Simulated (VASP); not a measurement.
# NaCl (Fm-3m) in VASP: a series of runs

The runs below take NaCl through single point, relaxation of cell and atoms, with PBEsol.

All numbers are computed with VASP 6.6.1; they aren't measurements. Logs are shortened: lines on timing, memory, paths and dates and some standing lists are left out, and cuts for length are marked.

## (1) The cell of the first run

It takes space group Fm-3m (No. 225, cubic). The conventional cell has a = 5.657 Å, b = 5.657 Å, c = 5.657 Å, α = 90.00°, β = 90.00°, γ = 90.00°. Within 3.7 Å of Na (site symmetry m-3m) lie 6 Cl at 2.83 Å. Cl (site symmetry m-3m) has 6 Na at 2.83 Å within 3.7 Å.

## (2) Single point, PBEsol (volume scaled by 1.03)

Contents of INCAR:

```
PREC     = Accurate       # precision mode
ENCUT    = 520            # plane-wave cutoff, eV
EDIFF    = 1E-6           # SCF threshold, eV
ISMEAR   = 0              # smearing method
SIGMA    = 0.02           # smearing width, eV
LREAL    = False          # projectors in reciprocal space
LASPH    = True           # aspherical terms in the spheres
NELM     = 100            # most SCF steps
ALGO     = Normal         # electronic algorithm
ISIF     = 2              # what is computed and relaxed
LWAVE    = False          # write WAVECAR
LCHARG   = False          # write CHGCAR
GGA      = PS             # functional
NBANDS   = 14             # bands
```

Contents of KPOINTS:

```
regular mesh
0
Gamma
  8 8 8
```

Contents of POSCAR:

```
NaCl
1.0
    0.0000000000      2.8286864494      2.8286864494
    2.8286864494      0.0000000000      2.8286864494
    2.8286864494      2.8286864494      0.0000000000
Na Cl
1 1
Direct
    0.0000000000      0.0000000000      0.0000000000
    0.5000000000      0.5000000000      0.5000000000
```

Potentials or basis: VASP PAW PBE potentials, release 64 (Na_pv, Cl).

On the command line:

```
$ cat potpaw_PBE.64/Na_pv/POTCAR potpaw_PBE.64/Cl/POTCAR > POTCAR
$ mpirun -np 1 vasp_std > vasp.out
```

OUTCAR:

```text
PREC = Accurate
   ENCUT = 520
   EDIFF = 1E-6
   ISMEAR = 0
   LREAL = False
   LASPH = True
   NELM = 100
   ISIF = 2
   GGA = PS

 ion  position               nearest neighbor table
   1  0.000  0.000  0.000-
   2  0.500  0.500  0.500-

  LATTYP: Found a face centered cubic cell.
 ALAT       =     5.6573728988

  Lattice vectors:

 A1 = (   0.0000000000,   2.8286864494,   2.8286864494)
 A2 = (   2.8286864494,   0.0000000000,   2.8286864494)
 A3 = (   2.8286864494,   2.8286864494,   0.0000000000)

Analysis of symmetry for initial positions (statically):
=====================================================================
 Subroutine PRICEL returns:
 Original cell was already a primitive cell.

 Routine SETGRP: Setting up the symmetry group for a
 face centered cubic supercell.

 Subroutine GETGRP returns: Found 48 space group operations
 (whereof 48 operations were pure point group operations)
 out of a pool of 48 trial point group operations.

The static configuration has the point symmetry O_h .

Analysis of symmetry for dynamics (positions and initial velocities):
=====================================================================
 Subroutine PRICEL returns:
 Original cell was already a primitive cell.

 Routine SETGRP: Setting up the symmetry group for a
 face centered cubic supercell.

 Subroutine GETGRP returns: Found 48 space group operations
 (whereof 48 operations were pure point group operations)
 out of a pool of 48 trial point group operations.

The dynamic configuration has the point symmetry O_h .

 Subroutine INISYM returns: Found 48 space group operations
 (whereof 48 operations are pure point group operations),
 and found     1 'primitive' translations

----------------------------------------------------------------------------------------

                                     Primitive cell

  volume of cell :      45.2673

  direct lattice vectors                    reciprocal lattice vectors
     0.000000000  2.828686449  2.828686449    -0.176760489  0.176760489  0.176760489
     2.828686449  0.000000000  2.828686449     0.176760489 -0.176760489  0.176760489
     2.828686449  2.828686449  0.000000000     0.176760489  0.176760489 -0.176760489

  length of vectors
     4.000366740  4.000366740  4.000366740     0.306158148  0.306158148  0.306158148

  position of ions in fractional coordinates (direct lattice)
     0.000000000  0.000000000  0.000000000
     0.500000000  0.500000000  0.500000000

  ion indices of the primitive-cell ions
   primitive index   ion index
                 1           1
                 2           2

----------------------------------------------------------------------------------------

 KPOINTS: regular mesh

Automatic generation of k-mesh.
 Grid dimensions read from file:
 generate k-points for:    8    8    8

 Generating k-lattice:

  Cartesian coordinates                     Fractional coordinates (reciprocal lattice)
    -0.022095061  0.022095061  0.022095061     0.125000000  0.000000000  0.000000000
     0.022095061 -0.022095061  0.022095061     0.000000000  0.125000000  0.000000000
     0.022095061  0.022095061 -0.022095061     0.000000000  0.000000000  0.125000000

  Length of vectors
     0.038269768  0.038269768  0.038269768

  Shift w.r.t. Gamma in fractional coordinates (k-lattice)
     0.000000000  0.000000000  0.000000000

 Subroutine IBZKPT returns following result:
 ===========================================

 Found     29 irreducible k-points:

 Following reciprocal coordinates:
            Coordinates               Weight
  0.000000  0.000000  0.000000      1.000000
  0.125000  0.000000  0.000000      8.000000
  0.250000  0.000000  0.000000      8.000000
  0.375000  0.000000  0.000000      8.000000
  0.500000  0.000000  0.000000      4.000000
  0.125000  0.125000  0.000000      6.000000
[... 16 lines left out ...]
  0.500000  0.250000  0.125000     48.000000
 -0.375000  0.250000  0.125000     24.000000
 [... further k-points ...]
   k-points           NKPTS =     29   k-points in BZ     NKDIM =     29   number of bands    NBANDS=     14
   number of dos      NEDOS =    301   number of ions     NIONS =      2
   total plane-waves  NPLWV =  27000
   dimension x,y,z NGX =    30 NGY =   30 NGZ =   30
   dimension x,y,z NGXF=    60 NGYF=   60 NGZF=   60
   ions per type =               1   1
   NGX,Y,Z   is equivalent  to a cutoff of  12.47, 12.47, 12.47 a.u.
   NGXF,Y,Z  is equivalent  to a cutoff of  24.93, 24.93, 24.93 a.u.
 SYSTEM =  unknown system
   PREC   = accura    normal or accurate (medium, high low for compatibility)
   ISTART =      0    job   : 0-new  1-cont  2-samecut
   ICHARG =      2    charge: 1-file 2-atom 10-const
   ISPIN  =      1    spin polarized calculation?
   LNONCOLLINEAR =      F non collinear calculations
   LSORBIT =      F    spin-orbit coupling
   LASPH  =      T    aspherical Exc in radial PAW
   ENCUT  =  520.0 eV  38.22 Ry    6.18 a.u.   7.44  7.44  7.44*2*pi/ulx,y,z
   NELM   =    100;   NELMIN=  2; NELMDL= -5     # of ELM steps
   EDIFF  = 0.1E-05   stopping-criterion for ELM
   LREAL  =      F    real-space projection
   EDIFFG = 0.1E-04   stopping-criterion for IOM
   NSW    =      0    number of steps for IOM
   IBRION =     -1    ionic relax: 0-MD 1-quasi-New 2-CG
   NFREE  =      0    steps in history (QN), initial steepest desc. (CG)
   ISIF   =      2    stress and relaxation
   ISYM   =      2    0-nonsym 1-usesym 2-fastsym
   POTIM  = 0.5000    time-step for ionic-motion
   TEBEG  =    0.0;   TEEND  =   0.0 temperature during run
   PSTRESS=    0.0 pullay stress
   NELECT =      14.0000    total number of electrons
   NUPDOWN=      -1.0000    fix difference up-down
   EMIN   =  10.00;   EMAX   =-10.00  energy-range for DOS
   EFERMI =   0.00;   METHOD = LEGACY
   ISMEAR =     0;   SIGMA  =   0.02  broadening in eV -4-tet -1-fermi 0-gaus
   EFERMI_NEDOS =   21; number of points for ismear=-14 and -15
   IALGO  =     38    algorithm
   IMIX   =      4    mixing-type and parameters
     AMIX     =   0.40;   BMIX     =  1.00
     AMIX_MAG =   1.60;   BMIX_MAG =  1.00
  volume/ion in A,a.u.               =      22.63       152.74
  Fermi-wavevector in a.u.,A,eV,Ry     =   1.107106  2.092128 16.676452  1.225685
  Thomas-Fermi vector in A             =   2.243616
   LORBIT       =      0    0 simple, 1 ext, 2 COOP (PROOUT), +10 PAW based schemes
   GGA     = PS    functional components
   LHFCALC =     F    Hartree Fock is set to
   AEXX    =    0.0000 exact exchange contribution
   IVDW    =     0    specifies the selected vdW correction
   LEPSILON=     F    determine dielectric tensor
   LRPA    =     F    only Hartree local field effects (RPA)
 non-spin polarized calculation
 Gauss-broadening in eV      SIGMA  =   0.02
  energy-cutoff  :      520.00
  volume of cell :       45.27
 maximum number of plane-waves:      1243
 NGX is ok and might be reduce to    30
   NGX = 15   NGY = 15   NGZ = 15

 number of electron      13.9999994 magnetization

 Free energy of the ion-electron system (eV)
  ---------------------------------------------------
  ext. energy  EPLUGINS =         0.00000000
  ---------------------------------------------------
  free energy    TOTEN  =        -6.99578851 eV

  energy without entropy =       -6.99578851  energy(sigma->0) =       -6.99578851

 E-fermi :  -0.6346     XC(G=0):  -8.2927

 val. band max:       -0.8376317464   @ k =   0.0000   0.0000   0.0000
 cond. band min:       4.0607242635   @ k =   0.0000   0.0000   0.0000
 fundamental gap:      4.8983560099
 Fermi energy:        -0.6346101226

 k-point     1 :       0.0000    0.0000    0.0000
  band No.  band energies     occupation
      1     -21.5066      2.00000
      2     -21.5066      2.00000
      3     -21.5066      2.00000
      4     -13.4606      2.00000
      5      -0.8376      2.00000
      6      -0.8376      2.00000
      7      -0.8376      2.00000
      8       4.0607      0.00000
      9      10.1507      0.00000
     10      10.1507      0.00000
     11      10.1507      0.00000
     12      12.3589      0.00000
     13      12.3589      0.00000
     14      13.7196      0.00000

 k-point     2 :       0.1250    0.0000    0.0000
  band No.  band energies     occupation
      1     -21.5110      2.00000
      2     -21.5070      2.00000
      3     -21.5070      2.00000
      4     -13.4137      2.00000
      5      -1.2135      2.00000
      6      -0.8784      2.00000
      7      -0.8784      2.00000
      8       4.5612      0.00000
      9       9.5811      0.00000
     10      10.3419      0.00000
     11      10.3419      0.00000
     12      12.0824      0.00000
     13      12.0824      0.00000
     14      14.6635      0.00000

 k-point     3 :       0.2500    0.0000    0.0000
  band No.  band energies     occupation
      1     -21.5214      2.00000
      2     -21.5077      2.00000
      3     -21.5077      2.00000
      4     -13.2973      2.00000
      5      -1.9492      2.00000
      6      -0.9737      2.00000
      7      -0.9737      2.00000
      8       5.5372      0.00000
      9       8.9955      0.00000
     10      10.4298      0.00000
     11      10.4298      0.00000
     12      12.2817      0.00000
     13      12.2817      0.00000
     14      14.5598      0.00000

 k-point     4 :       0.3750    0.0000    0.0000
  band No.  band energies     occupation
      1     -21.5316      2.00000
      2     -21.5085      2.00000
      3     -21.5085      2.00000
      4     -13.1760      2.00000
      5      -2.5535      2.00000
      6      -1.0649      2.00000
      7      -1.0649      2.00000
      8       6.1233      0.00000
      9       9.2145      0.00000
     10      10.1415      0.00000
     11      10.1415      0.00000
     12      13.6307      0.00000
     13      13.6307      0.00000
     14      14.0525      0.00000

 k-point     5 :       0.5000    0.0000    0.0000
  band No.  band energies     occupation
      1     -21.5359      2.00000
      2     -21.5088      2.00000
      3     -21.5088      2.00000
      4     -13.1242      2.00000
      5      -2.7804      2.00000
      6      -1.1015      2.00000
      7      -1.1015      2.00000
      8       6.2242      0.00000
      9       9.5884      0.00000
     10      10.0027      0.00000
     11      10.0027      0.00000
[... 276 lines left out ...]
 k-point    22 :       0.3750    0.2500    0.1250
  band No.  band energies     occupation
      1     -21.5229      2.00000
      2     -21.5121      2.00000
      3     -21.5090      2.00000
      4     -13.2210      2.00000
      5      -2.0983      2.00000
      6      -1.3072      2.00000
      7      -1.0899      2.00000
      8       6.3983      0.00000
      9       8.3458      0.00000
     10       9.5741      0.00000
     11      11.2130      0.00000
     12      11.6020      0.00000
     13      13.8163      0.00000
     14      16.9692      0.00000

 k-point    23 :       0.5000    0.2500    0.1250
  band No.  band energies     occupation
      1     -21.5280      2.00000
      2     -21.5143      2.00000
      3     -21.5102      2.00000
      4     -13.1305      2.00000
      5      -2.3884      2.00000
      6      -1.5296      2.00000
      7      -1.1976      2.00000
      8       7.1285      0.00000
      9       8.5568      0.00000
     10       8.9616      0.00000
     11      10.9371      0.00000
     12      12.7406      0.00000
     13      15.0391      0.00000
     14      15.6104      0.00000

 k-point    24 :      -0.3750    0.2500    0.1250
  band No.  band energies     occupation
      1     -21.5301      2.00000
      2     -21.5148      2.00000
      3     -21.5110      2.00000
      4     -13.0922      2.00000
      5      -2.5049      2.00000
      6      -1.6083      2.00000
      7      -1.2510      2.00000
      8       7.2866      0.00000
      9       8.5830      0.00000
     10       9.2195      0.00000
     11      10.7528      0.00000
     12      13.3372      0.00000
     13      14.6120      0.00000
     14      15.7151      0.00000

 [... further k-points ...]
[... 5 lines left out ...]
  --------------------------------------------------------------------------------------
  -------------------------------------------------------------------------------------
  Total       -0.1969734     -0.1969734     -0.1969734      0.0000000      0.0000000      0.0000000
  in kB       -6.9716196     -6.9716196     -6.9716196      0.0000000      0.0000000      0.0000000
  external PRESSURE =      -6.9716196 kB  Pullay stress =       0.0000000 kB

 VOLUME and BASIS-vectors are now :
 -----------------------------------------------------------------------------
  energy-cutoff  :      520.00
  volume of cell :       45.27
      direct lattice vectors                 reciprocal lattice vectors
     0.000000000  2.828686449  2.828686449    -0.176760489  0.176760489  0.176760489
     2.828686449  0.000000000  2.828686449     0.176760489 -0.176760489  0.176760489
     2.828686449  2.828686449  0.000000000     0.176760489  0.176760489 -0.176760489

 POSITION                                       TOTAL-FORCE (eV/Angst)
 -----------------------------------------------------------------------------------
      0.00000      0.00000      0.00000         0.000000      0.000000      0.000000
      2.82869      2.82869      2.82869        -0.000000     -0.000000     -0.000000
 -----------------------------------------------------------------------------------
    total drift:                               -0.000000      0.000000      0.000000

  FREE ENERGIE OF THE ION-ELECTRON SYSTEM (eV)
  ---------------------------------------------------
  free  energy   TOTEN  =        -6.9957885147 eV

  energy  without entropy=       -6.9957885147  energy(sigma->0) =       -6.99578851
```

Run time: 27 s. Hardware: 1 thread of AMD EPYC 7R43 (Zen 3), shared host; peak memory 0.12 GiB.

What came out:

```yaml
Free_energy: -6.9958 eV
Pressure: -0.7 GPa
Band_gap_on_the_k_mesh: 4.90 eV, direct
```

Caveat: the PAW data sets were made with another functional, which shifts forces and pressure a little.

## (3) Single point, PBEsol (volume scaled by 1.06)

Contents of INCAR:

```
PREC = Accurate
ENCUT = 520
EDIFF = 1E-7
ISMEAR = 0
SIGMA = 0.02
LREAL = F
LASPH = T
NELM = 80
ALGO = Normal
ISIF = 2
LWAVE = F
LCHARG = T
GGA = PS
LELF = T
LVHAR = T
NBANDS = 14
```

Contents of KPOINTS:

```
Automatic mesh
0
Gamma
  8 8 8
```

Contents of POSCAR:

```
NaCl
1.0
    0.0000000000      2.8558870262      2.8558870262
    2.8558870262      0.0000000000      2.8558870262
    2.8558870262      2.8558870262      0.0000000000
Na Cl
1 1
Direct
    0.0000000000      0.0000000000      0.0000000000
    0.5000000000      0.5000000000      0.5000000000
```

Potentials or basis: VASP PAW PBE potentials, release 64 (Na_pv, Cl).

On the command line:

```
$ cat potpaw_PBE.64/Na_pv/POTCAR potpaw_PBE.64/Cl/POTCAR > POTCAR
$ mpirun -np 1 vasp_std > vasp.out
```

It took 27 s on 1 thread of AMD EPYC 7R43 (Zen 3), shared host; peak memory 0.13 GiB.

The run converged. Its results:

| Quantity | Value |
| --- | --- |
| Free energy | -6.9878 eV |
| Pressure | -1.3 GPa |
| Band gap on the k mesh | 4.80 eV, direct |

Levels at points of the mesh, in eV from the valence-band top:
```
           k point  band 5  band 6  band 7  band 8  band 9  band 10
(0.00, 0.00, 0.00)    0.00    0.00    0.00    4.80   10.96    10.96
(0.50, 0.00, 0.00)   -1.86   -0.25   -0.25    7.01   10.20    10.77
(0.50, 0.50, 0.00)   -1.60   -0.57   -0.57    7.33    7.92    10.87
```

Caveat: the PAW data sets were made with another functional, which shifts forces and pressure a little.

(Continued in part 2 of 2.)
